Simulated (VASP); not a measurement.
# Sn2As3 (P-3m1) in VASP: notebook

The runs below take Sn2As3 through single point, relaxation of cell and atoms, with PBE.

Everything below comes from runs of VASP 6.6.1. Logs are shortened: lines on timing, memory, paths and dates and some standing lists are left out, and cuts for length are marked.

**1. The cell of the first run**

Symmetry: P-3m1, No. 164, trigonal system. The conventional cell has a = 4.355 Å, b = 4.355 Å, c = 6.776 Å, α = 90.00°, β = 90.00°, γ = 120.00°. Sn (site symmetry 3m) has 7 As at 2.62 to 3.01 Å within 3.5 Å. Within 4.0 Å of As (site symmetry -3m) lie 6 Sn at 3.01 Å and 6 As at 3.48 Å. As (site symmetry 3m) has 4 Sn at 2.62 to 2.71 Å and 6 As at 3.19 to 3.48 Å within 3.5 Å.

**2. Single point, PBE**

The input, INCAR:

```
SYSTEM = Sn2As3
ALGO     = Normal         ! electronic algorithm
EDIFF    = 1E-6           ! SCF threshold, eV
ENCUT    = 520            ! plane-wave cutoff, eV
GGA      = PE             ! functional
ISIF     = 2              ! what is computed and relaxed
ISMEAR   = 0              ! smearing method
LASPH    = .True.         ! aspherical terms in the spheres
LCHARG   = .False.        ! write CHGCAR
LREAL    = .False.        ! projectors in reciprocal space
LWAVE    = .False.        ! write WAVECAR
NBANDS   = 30             ! bands
NELM     = 60             ! most SCF steps
PREC     = Accurate       ! precision mode
SIGMA    = 0.1            ! smearing width, eV
```

The input, KPOINTS:

```
k-points
0
Gamma
  6 6 4
  0 0 0
```

The input, POSCAR:

```
Sn2As3
1.0
    4.3552722162      0.0000000000      0.0000000000
   -2.1776361081      3.7717763797      0.0000000000
    0.0000000000      0.0000000000      6.7760961131
Sn As
2 3
Direct
    0.3333333333      0.6666666667      0.2450000000
    0.6666666667      0.3333333333      0.7550000000
    0.0000000000      0.0000000000      0.0000000000
    0.3333333333      0.6666666667      0.6450000000
    0.6666666667      0.3333333333      0.3550000000
```

Potentials or basis: VASP PAW PBE potentials, release 64 (Sn_d, As).

Run with:

```console
$ cat potpaw_PBE.64/Sn_d/POTCAR potpaw_PBE.64/As/POTCAR > POTCAR
$ mpirun -np 1 vasp_std > vasp.out
```

OUTCAR:

```text
SYSTEM = Sn2As3
   EDIFF = 1E-6
   ENCUT = 520
   GGA = PE
   ISIF = 2
   ISMEAR = 0
   LASPH = .True.
   LREAL = .False.
   NELM = 60
   PREC = Accurate

 ion  position               nearest neighbor table
   1  0.333  0.667  0.245-   5 2.62   5 2.62   5 2.62   4 2.71   3 3.01   3 3.01   3 3.01
   2  0.667  0.333  0.755-   4 2.62   4 2.62   4 2.62   5 2.71   3 3.01   3 3.01   3 3.01
   3  0.000  0.000  0.000-   1 3.01   2 3.01   2 3.01   1 3.01   2 3.01   1 3.01
   4  0.333  0.667  0.645-   2 2.62   2 2.62   2 2.62   1 2.71
   5  0.667  0.333  0.355-   1 2.62   1 2.62   1 2.62   2 2.71

  LATTYP: Found a hexagonal cell.
 ALAT       =     4.3552722162
 C/A-ratio  =     1.5558375635

  Lattice vectors:

 A1 = (   4.3552722162,   0.0000000000,   0.0000000000)
 A2 = (  -2.1776361081,   3.7717763797,   0.0000000000)
 A3 = (   0.0000000000,   0.0000000000,   6.7760961131)

Analysis of symmetry for initial positions (statically):
=====================================================================
 Subroutine PRICEL returns:
 Original cell was already a primitive cell.

 Routine SETGRP: Setting up the symmetry group for a
 hexagonal supercell.

 Subroutine GETGRP returns: Found 12 space group operations
 (whereof 12 operations were pure point group operations)
 out of a pool of 24 trial point group operations.

The static configuration has the point symmetry D_3d.

Analysis of symmetry for dynamics (positions and initial velocities):
=====================================================================
 Subroutine PRICEL returns:
 Original cell was already a primitive cell.

 Routine SETGRP: Setting up the symmetry group for a
 hexagonal supercell.

 Subroutine GETGRP returns: Found 12 space group operations
 (whereof 12 operations were pure point group operations)
 out of a pool of 24 trial point group operations.

The dynamic configuration has the point symmetry D_3d.

 Subroutine INISYM returns: Found 12 space group operations
 (whereof 12 operations are pure point group operations),
 and found     1 'primitive' translations

----------------------------------------------------------------------------------------

                                     Primitive cell

  volume of cell :     111.3117

[... 91 lines left out ...]
   ENCUT  =  520.0 eV  38.22 Ry    6.18 a.u.   8.10  8.10 12.60*2*pi/ulx,y,z
   NELM   =     60;   NELMIN=  2; NELMDL= -5     # of ELM steps
   EDIFF  = 0.1E-05   stopping-criterion for ELM
   LREAL  =      F    real-space projection
   EDIFFG = 0.1E-04   stopping-criterion for IOM
   NSW    =      0    number of steps for IOM
   IBRION =     -1    ionic relax: 0-MD 1-quasi-New 2-CG
   NFREE  =      0    steps in history (QN), initial steepest desc. (CG)
   ISIF   =      2    stress and relaxation
   ISYM   =      2    0-nonsym 1-usesym 2-fastsym
   POTIM  = 0.5000    time-step for ionic-motion
   TEBEG  =    0.0;   TEEND  =   0.0 temperature during run
   PSTRESS=    0.0 pullay stress
   NELECT =      43.0000    total number of electrons
   NUPDOWN=      -1.0000    fix difference up-down
   EMIN   =  10.00;   EMAX   =-10.00  energy-range for DOS
   EFERMI =   0.00;   METHOD = LEGACY
   ISMEAR =     0;   SIGMA  =   0.10  broadening in eV -4-tet -1-fermi 0-gaus
   EFERMI_NEDOS =   21; number of points for ismear=-14 and -15
   IALGO  =     38    algorithm
   IMIX   =      4    mixing-type and parameters
     AMIX     =   0.40;   BMIX     =  1.00
     AMIX_MAG =   1.60;   BMIX_MAG =  1.00
  volume/ion in A,a.u.               =      22.26       150.23
  Fermi-wavevector in a.u.,A,eV,Ry     =   1.192296  2.253113 19.341627  1.421570
  Thomas-Fermi vector in A             =   2.328337
   LORBIT       =      0    0 simple, 1 ext, 2 COOP (PROOUT), +10 PAW based schemes
   GGA     = PE    functional components
   LHFCALC =     F    Hartree Fock is set to
   AEXX    =    0.0000 exact exchange contribution
   IVDW    =     0    specifies the selected vdW correction
   LEPSILON=     F    determine dielectric tensor
   LRPA    =     F    only Hartree local field effects (RPA)
 non-spin polarized calculation
 Gauss-broadening in eV      SIGMA  =   0.10
  energy-cutoff  :      520.00
  volume of cell :      111.31
 maximum number of plane-waves:      3008
   NGX = 17   NGY = 17   NGZ = 25

 number of electron      42.9999996 magnetization

 Free energy of the ion-electron system (eV)
  ---------------------------------------------------
  ext. energy  EPLUGINS =         0.00000000
  ---------------------------------------------------
  free energy    TOTEN  =       -19.33416978 eV

  energy without entropy =      -19.30800585  energy(sigma->0) =      -19.32108782

 E-fermi :   7.2094     XC(G=0): -10.3571

 val. band max:        7.1888345686   @ k =   0.1667   0.0000   0.2500
 cond. band min:       7.2135663987   @ k =   0.3333   0.1667   0.5000
 fundamental gap:      0.0247318301
 Fermi energy:         7.2094420555

 k-point     1 :       0.0000    0.0000    0.0000
  band No.  band energies     occupation
      1     -14.5415      2.00000
      2     -14.5336      2.00000
      3     -14.5336      2.00000
      4     -14.5297      2.00000
      5     -14.5297      2.00000
      6     -14.5267      2.00000
[... 781 lines left out ...]
     29      13.8088      0.00000
     30      13.8088      0.00000

------------------------ aborting loop because EDIFF is reached ----------------------------------------

  FORCE on cell =-STRESS in cart. coord.  units (eV):
  Direction    XX          YY          ZZ          XY          YZ          ZX
  --------------------------------------------------------------------------------------
  -------------------------------------------------------------------------------------
  Total        9.4213834      9.4213834      8.2904356      0.0000000      0.0000000      0.0000000
  in kB      135.6077343    135.6077343    119.3293109      0.0000000      0.0000000      0.0000000
  external PRESSURE =     130.1815931 kB  Pullay stress =       0.0000000 kB

 VOLUME and BASIS-vectors are now :
 -----------------------------------------------------------------------------
  energy-cutoff  :      520.00
  volume of cell :      111.31
      direct lattice vectors                 reciprocal lattice vectors
     4.355272216  0.000000000  0.000000000     0.229606773  0.132563532  0.000000000
    -2.177636108  3.771776380  0.000000000     0.000000000  0.265127065  0.000000000
     0.000000000  0.000000000  6.776096113     0.000000000  0.000000000  0.147577600

 POSITION                                       TOTAL-FORCE (eV/Angst)
 -----------------------------------------------------------------------------------
     -0.00000      2.51452      1.66014         0.000000      0.000000     -1.825937
      2.17764      1.25726      5.11595         0.000000     -0.000000      1.825937
      0.00000      0.00000      0.00000        -0.000000      0.000000      0.000000
     -0.00000      2.51452      4.37058         0.000000      0.000000     -0.203555
      2.17764      1.25726      2.40551        -0.000000      0.000000      0.203555
 -----------------------------------------------------------------------------------
    total drift:                               -0.000000      0.000000      0.000000

  FREE ENERGIE OF THE ION-ELECTRON SYSTEM (eV)
  ---------------------------------------------------
  free  energy   TOTEN  =       -19.3341697813 eV

  energy  without entropy=      -19.3080058504  energy(sigma->0) =      -19.32108782
```

OSZICAR:

```text
N       E                     dE             d eps       ncg     rms          rms(c)
DAV:   1     0.379895140475E+03    0.37990E+03   -0.20216E+04  1488   0.178E+03
DAV:   2     0.306594404570E+02   -0.34924E+03   -0.33775E+03  1460   0.485E+02
DAV:   3    -0.172544199874E+02   -0.47914E+02   -0.46614E+02  1744   0.149E+02
DAV:   4    -0.194622331183E+02   -0.22078E+01   -0.21864E+01  1720   0.329E+01
DAV:   5    -0.195199685854E+02   -0.57735E-01   -0.57706E-01  1772   0.582E+00    0.530E+00
DAV:   6    -0.193656421056E+02    0.15433E+00   -0.22418E-01  2074   0.441E+00    0.314E+00
DAV:   7    -0.193363395788E+02    0.29303E-01   -0.10674E-01  1954   0.213E+00    0.588E-01
DAV:   8    -0.193337874639E+02    0.25521E-02   -0.12903E-02  1872   0.942E-01    0.141E-01
DAV:   9    -0.193340229011E+02   -0.23544E-03   -0.15459E-03  1694   0.191E-01    0.654E-02
DAV:  10    -0.193341364992E+02   -0.11360E-03   -0.22589E-04  1770   0.119E-01    0.306E-02
DAV:  11    -0.193341647858E+02   -0.28287E-04   -0.62372E-05  1592   0.534E-02    0.664E-03
DAV:  12    -0.193341693277E+02   -0.45419E-05   -0.99577E-06  1460   0.179E-02    0.329E-03
DAV:  13    -0.193341697813E+02   -0.45361E-06   -0.13203E-06  1180   0.980E-03
   1 F= -.19334170E+02 E0= -.19321088E+02  d E =-.261639E-01
```

Wall time 28 s (1 thread of Intel Xeon 6975P-C (Granite Rapids), shared host); peak memory 0.24 GiB.

Results:

```yaml
Free_energy: -19.3342 eV
Pressure: 13.0 GPa
Largest_force: 1.826 eV/Å
Band_gap_on_the_k_mesh: zero (an odd number of electrons rules out a gap without spin polarisation)
```

Forces in eV/Å, atoms in the order of the input:
```
Sn   0.000  0.000 -1.826
Sn   0.000  0.000  1.826
As   0.000  0.000  0.000
As   0.000  0.000 -0.204
As   0.000  0.000  0.204
```

Caveat: the cell stands under pressure; spin-orbit coupling is left out, which moves the levels of the heavy elements; forces of over 1 eV/Å act on the atoms, so gaps and moduli don't describe the material at rest.

**3. Single point, PBE**

This run uses another cell than the first one, of 25.85 Å³/atom.

The input, INCAR:

```
SYSTEM = Sn2As3
PREC = Accurate ; ENCUT = 520
EDIFF = 1E-6 ; ISMEAR = 0
SIGMA = 0.1 ; LREAL = .FALSE.
LASPH = .TRUE. ; NELM = 100
ALGO = Normal ; ISIF = 2
LWAVE = .FALSE. ; LCHARG = .FALSE.
GGA = PE ; NBANDS = 30
```

The input, KPOINTS:

```
regular mesh
0
G
  6 6 4
  0 0 0
```

The input, POSCAR:

```
Sn2As3
1.0
    4.0118049435      0.0000000000      0.0000000000
   -2.0059024717      3.4743249961      0.0000000000
    0.0000000000      0.0000000000      9.2742374598
Sn As
2 3
Direct
    0.3333333333      0.6666666667      0.1836282964
    0.6666666667      0.3333333333      0.8163717036
    0.0000000000      0.0000000000      0.0000000000
    0.3333333333      0.6666666667      0.5687509808
    0.6666666667      0.3333333333      0.4312490192
```

Potentials or basis: VASP PAW PBE potentials, release 64 (Sn_d, As).

Run with:

```console
$ cat potpaw_PBE.64/Sn_d/POTCAR potpaw_PBE.64/As/POTCAR > POTCAR
$ mpirun -np 1 vasp_std > vasp.out
```

OUTCAR:

```text
SYSTEM = Sn2As3
   PREC = Accurate
   ENCUT = 520
   EDIFF = 1E-6
   ISMEAR = 0
   LREAL = .FALSE.
   LASPH = .TRUE.
   NELM = 100
   ISIF = 2
   GGA = PE

 ion  position               nearest neighbor table
   1  0.333  0.667  0.184-   3 2.87   3 2.87   3 2.87   5 3.26   5 3.26   5 3.26
   2  0.667  0.333  0.816-   3 2.87   3 2.87   3 2.87   4 3.26   4 3.26   4 3.26
   3  0.000  0.000  0.000-   1 2.87   2 2.87   1 2.87   2 2.87   2 2.87   1 2.87
   4  0.333  0.667  0.569-   5 2.64   5 2.64   5 2.64   2 3.26   2 3.26   2 3.26
   5  0.667  0.333  0.431-   4 2.64   4 2.64   4 2.64   1 3.26   1 3.26   1 3.26

  LATTYP: Found a hexagonal cell.
 ALAT       =     4.0118049435
 C/A-ratio  =     2.3117368841

  Lattice vectors:

 A1 = (   4.0118049435,   0.0000000000,   0.0000000000)
 A2 = (  -2.0059024717,   3.4743249961,   0.0000000000)
 A3 = (   0.0000000000,   0.0000000000,   9.2742374598)

Analysis of symmetry for initial positions (statically):
=====================================================================
 Subroutine PRICEL returns:
 Original cell was already a primitive cell.
[... 175 lines left out ...]

 E-fermi :   5.7657     XC(G=0):  -9.7249

 val. band max:        5.7166290500   @ k =   0.3333   0.3333   0.0000
 cond. band min:       5.7797450901   @ k =   0.3333   0.1667   0.0000
 fundamental gap:      0.0631160401
 Fermi energy:         5.7657422767

 k-point     1 :       0.0000    0.0000    0.0000
  band No.  band energies     occupation
      1     -15.8720      2.00000
      2     -15.8720      2.00000
      3     -15.8655      2.00000
      4     -15.8655      2.00000
      5     -15.8645      2.00000
      6     -15.8612      2.00000
[... 781 lines left out ...]
     29      10.7865      0.00000
     30      10.7865      0.00000

------------------------ aborting loop because EDIFF is reached ----------------------------------------

  FORCE on cell =-STRESS in cart. coord.  units (eV):
  Direction    XX          YY          ZZ          XY          YZ          ZX
  --------------------------------------------------------------------------------------
  -------------------------------------------------------------------------------------
  Total       -0.1083120     -0.1083120     -0.0189110     -0.0000000      0.0000000      0.0000000
  in kB       -1.3424513     -1.3424513     -0.2343885     -0.0000000      0.0000000      0.0000000
  external PRESSURE =      -0.9730970 kB  Pullay stress =       0.0000000 kB

 VOLUME and BASIS-vectors are now :
 -----------------------------------------------------------------------------
  energy-cutoff  :      520.00
  volume of cell :      129.27
      direct lattice vectors                 reciprocal lattice vectors
     4.011804943  0.000000000  0.000000000     0.249264362  0.143912847  0.000000000
    -2.005902472  3.474324996  0.000000000     0.000000000  0.287825693  0.000000000
     0.000000000  0.000000000  9.274237460     0.000000000  0.000000000  0.107825576

 POSITION                                       TOTAL-FORCE (eV/Angst)
 -----------------------------------------------------------------------------------
     -0.00000      2.31622      1.70301         0.000000     -0.000000     -0.019290
      2.00590      1.15811      7.57123        -0.000000      0.000000      0.019290
      0.00000      0.00000      0.00000        -0.000000      0.000000     -0.000000
     -0.00000      2.31622      5.27473        -0.000000      0.000000      0.014353
      2.00590      1.15811      3.99951        -0.000000     -0.000000     -0.014353
 -----------------------------------------------------------------------------------
    total drift:                                0.000000     -0.000000      0.000000

  FREE ENERGIE OF THE ION-ELECTRON SYSTEM (eV)
  ---------------------------------------------------
  free  energy   TOTEN  =       -21.3599746991 eV

  energy  without entropy=      -21.3455067596  energy(sigma->0) =      -21.35274073
```

stdout:

```text
POSCAR found type information on POSCAR SnAs
 POSCAR found :  2 types and       5 ions
 scaLAPACK will be used
 LDA part: xc-table for (Slater+PW92), standard interpolation
 POSCAR, INCAR and KPOINTS ok, starting setup
 FFT: planning ... GRIDC
 FFT: planning ... GRID_SOFT
 FFT: planning ... GRID
 WAVECAR not read
 entering main loop
```

Run time: 38 s. Hardware: 1 thread of Intel Xeon 6975P-C (Granite Rapids), shared host; peak memory 0.27 GiB.

What came out:

```yaml
Free_energy: -21.3600 eV
Pressure: -0.1 GPa
Largest_force: 0.019 eV/Å
Band_gap_on_the_k_mesh: zero (an odd number of electrons rules out a gap without spin polarisation)
```

Forces in eV/Å, atoms in the order of the input:
```
Sn   0.000  0.000 -0.019
Sn   0.000  0.000  0.019
As   0.000  0.000  0.000
As   0.000  0.000  0.014
As   0.000  0.000 -0.014
```

Levels at points of the mesh, in eV from the Fermi level:
| k point | band 17 | band 18 | band 19 | band 20 | band 21 | band 22 | band 23 | band 24 | band 25 | band 26 |
| --- | --- | --- | --- | --- | --- | --- | --- | --- | --- | --- |
| (0.00, 0.00, 0.00) | -2.10 | -1.91 | -0.74 | -0.74 | -0.35 | 1.21 | 1.21 | 1.83 | 2.22 | 2.33 |
| (0.50, 0.00, 0.00) | -3.57 | -3.49 | -2.22 | -2.12 | -1.79 | -1.39 | 0.63 | 0.88 | 1.95 | 2.59 |
| (0.00, 0.00, 0.50) | -2.10 | -1.78 | -0.72 | -0.72 | -0.62 | 1.17 | 1.17 | 1.40 | 2.20 | 2.20 |
| (0.50, 0.00, 0.50) | -4.18 | -3.55 | -3.43 | -2.30 | -0.95 | 0.19 | 0.37 | 1.19 | 1.79 | 1.79 |

Caveat: spin-orbit coupling is left out, which moves the levels of the heavy elements.

**4. Single point, PBE**

This run uses another cell than the first one, of 25.49 Å³/atom.

The input, INCAR:

```
SYSTEM = Sn2As3
PREC = Accurate
ENCUT = 520
EDIFF = 1E-7
ISMEAR = 0
SIGMA = 0.1
LREAL = .FALSE.
LASPH = .TRUE.
NELM = 80
ALGO = Normal
ISIF = 2
LWAVE = .FALSE.
LCHARG = .FALSE.
GGA = PE
NBANDS = 30
```

The input, KPOINTS:

```
regular mesh
0
G
  12 12 4
  0 0 0
```

The input, POSCAR:

```
Sn2As3
1.0
    3.8986577477      0.0000000000      0.0000000000
   -1.9493288738      3.3763366502      0.0000000000
    0.0000000000      0.0000000000      9.6808918567
Sn As
2 3
Direct
    0.3333333333      0.6666666667      0.1823865647
    0.6666666667      0.3333333333      0.8176134353
    0.0000000000      0.0000000000      0.0000000000
    0.3333333333      0.6666666667      0.5705239271
    0.6666666667      0.3333333333      0.4294760729
```

Run with:

```console
$ cat potpaw_PBE.64/Sn_d/POTCAR potpaw_PBE.64/As/POTCAR > POTCAR
$ mpirun -np 1 vasp_std > vasp.out
```

Run time: 2 min. Hardware: 1 thread of Intel Xeon 6975P-C (Granite Rapids), shared host; peak memory 0.38 GiB.

Results (log left out):

- Free energy: -21.3664 eV
- Pressure: 0.1 GPa
- Largest force: 0.036 eV/Å
- Band gap on the k mesh: zero (an odd number of electrons rules out a gap without spin polarisation)

Forces on the atoms (eV/Å):
```
Sn   0.000  0.000  0.004
Sn   0.000  0.000 -0.004
As   0.000  0.000  0.000
As   0.000  0.000  0.036
As   0.000  0.000 -0.036
```

Levels at points of the mesh, in eV from the Fermi level:
| k point | band 19 | band 20 | band 21 | band 22 | band 23 | band 24 | band 25 | band 26 |
| --- | --- | --- | --- | --- | --- | --- | --- | --- |
| (0.00, 0.00, 0.00) | -0.39 | -0.32 | -0.32 | 1.49 | 1.49 | 2.19 | 2.34 | 2.85 |
| (0.50, 0.00, 0.00) | -2.38 | -2.02 | -1.84 | -1.44 | 0.91 | 0.95 | 1.98 | 2.57 |
| (0.00, 0.00, 0.50) | -0.31 | -0.31 | -0.15 | 1.46 | 1.46 | 1.68 | 2.75 | 2.75 |
| (0.50, 0.00, 0.50) | -3.15 | -1.97 | -0.90 | 0.22 | 0.35 | 0.76 | 1.92 | 1.98 |

Caveat: spin-orbit coupling is left out, which moves the levels of the heavy elements.

(Continued in part 2 of 2.)
